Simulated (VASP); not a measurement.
A run of VASP 6.6.1:

The input INCAR:

```
SYSTEM = Bi
ALGO     = Normal         ! electronic algorithm
EDIFF    = 1E-6           ! SCF threshold, eV
ENCUT    = 520            ! plane-wave cutoff, eV
GGA      = PE             ! functional
ISIF     = 2              ! what is computed and relaxed
ISMEAR   = -1             ! smearing method
LASPH    = .True.         ! aspherical terms in the spheres
LCHARG   = .False.        ! write CHGCAR
LREAL    = .False.        ! projectors in reciprocal space
LWAVE    = .False.        ! write WAVECAR
NBANDS   = 14             ! bands
NELM     = 80             ! most SCF steps
PREC     = Accurate       ! precision mode
SIGMA    = 0.1            ! smearing width, eV
```

File KPOINTS:

```
k-points
0
Gamma
  15 15 15
  0 0 0
```

POSCAR

```
Bi
1.0
    0.0000000000      2.2258542576      2.2258542576
    2.2258542576      0.0000000000      2.2258542576
    2.2258542576      2.2258542576      0.0000000000
Bi
1
Direct
    0.0000000000      0.0000000000      0.0000000000
```

Potentials or basis: VASP PAW PBE potentials, release 64 (Bi_d).

Command:

```bash
$ cat potpaw_PBE.64/Bi_d/POTCAR > POTCAR
$ mpirun -np 1 vasp_std > vasp.out
```

Hardware: 1 thread of Intel Xeon 8259CL (shared host).

Q: Estimate the wall time of this run.

A: Run time: 54 s on 1 thread of Intel Xeon 8259CL, on a shared host, peak memory 0.16 GiB. Counts: scf iterations 11, k points 120.
